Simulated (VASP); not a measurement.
Crystal: Pd.

```
Pd
1.0
     0.00000    1.95585    1.95585
     1.95585    0.00000    1.95585
     1.95585    1.95585    0.00000
Pd
1
Direct
  0.00000 0.00000 0.00000
```

Base run:

```yaml
Program: VASP 6.6.1
Functional: r2SCAN
Potentials_or_basis: VASP PAW PBE potentials, release 64 (Pd)
Cutoff: 520 eV
k_mesh: 14 × 14 × 14
Occupations: gaussian, width 0.3 eV
Spin: no spin polarisation
```

Its results: band gap on the k mesh zero (bands 5 and 6 overlap by 1.65 eV); pressure 0.8 GPa.

Question: The run is repeated on the same cell with these changes: occupations from gaussian, width 0.3 eV to methfessel-paxton, width 0.2 eV. What comes out?

Answer: Band gap on the k mesh zero (bands 5 and 6 overlap by 1.65 eV); pressure 0.4 GPa.

Caveats: the PAW data sets were made with another functional, which shifts forces and pressure a little; so wide a smearing shifts energies and pressures (at least some runs).
